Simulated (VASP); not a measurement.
Wanted: the native input for a VASP 6.6.1 run.

* Task: single point
* Functional: PBEsol
* Potentials or basis: VASP PAW PBE potentials, release 64 (In_d, Sb)
* Cutoff: 520 eV
* k mesh: 9 × 9 × 9
* Occupations: fermi-dirac, width 0.05 eV
* Spin: no spin polarisation
* Dipole correction: no
* Further INCAR settings: ALGO = Normal; EDIFF = 1e-06; NBANDS = 16

The structure of InSb lies in POSCAR:

```
InSb
1.0
    0.0000000000      3.2391000000      3.2067090000
    3.2391000000      0.0000000000      3.2067090000
    3.2391000000      3.2391000000      0.0000000000
In Sb
1 1
Direct
    0.0000000000      0.0000000000      0.0000000000
    0.7500000000      0.7500000000      0.7500000000
```

This cell differs from its parent crystal: zz strain of -1 %.

The input as run:

INCAR

```
SYSTEM = InSb
PREC     = Accurate       ! precision mode
ENCUT    = 520            ! plane-wave cutoff, eV
EDIFF    = 1E-6           ! SCF threshold, eV
ISMEAR   = -1             ! smearing method
SIGMA    = 0.05           ! smearing width, eV
LREAL    = .False.        ! projectors in reciprocal space
LASPH    = .True.         ! aspherical terms in the spheres
NELM     = 80             ! most SCF steps
ALGO     = Normal         ! electronic algorithm
ISIF     = 2              ! what is computed and relaxed
LWAVE    = .False.        ! write WAVECAR
LCHARG   = .False.        ! write CHGCAR
GGA      = PS             ! functional
NBANDS   = 16             ! bands
```

KPOINTS

```
regular mesh
0
Gamma
  9 9 9
  0 0 0
```

Potentials or basis: VASP PAW PBE potentials, release 64 (In_d, Sb).

The run is started by

```sh
$ cat potpaw_PBE.64/In_d/POTCAR potpaw_PBE.64/Sb/POTCAR > POTCAR
$ mpirun -np 1 vasp_std > vasp.out
```

It gave:

```json
{
  "Pressure": "1.3 GPa"
}
```

Caveat: the cell differs from its parent crystal (zz strain of -1 %); the PAW data sets were made with another functional, which shifts forces and pressure a little.

Wall time 26 s on 1 thread of Intel(R) Xeon(R) 6975P-C (Granite Rapids), with other jobs on the host, peak memory 0.25 GiB.
